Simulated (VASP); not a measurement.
Runs of VASP 6.6.1 on Br. The structure is that of space group Fd-3m (No. 227), or close to it. The cells are those of the table. 

| cell | gap on the mesh (eV) | pressure (GPa) |
| --- | --- | --- |
| a = 3.898 Å, angles 60.0°, 2 atoms | none | 48.7 |
| a = 3.505 Å, angles 60.0°, 2 atoms | none | (b) |
| a = 4.121 Å, angles 60.0°, 2 atoms | none | (a) |
| a = 3.646 Å, angles 60.0°, 2 atoms | none | 95.5 |
| a = 4.322 Å, angles 60.0°, 2 atoms | none | 12.4 |
| a = 4.506 Å, angles 60.0°, 2 atoms | none | 5.3 |

Alike in all rows: task single point; level LDA; potentials or basis VASP PAW LDA potentials, release 64 (Br); no spin polarisation; k mesh 11 × 11 × 11; cutoff (eV) 520; smearing fermi-dirac 0.08 eV.

Task: Fill in the values left out.

Result: (a) 25.1; (b) 138.0.

A k mesh can miss the band edges, and the runs leave out spin-orbit coupling on Br.

A gap of «none» marks levels without a gap at the run's occupations.
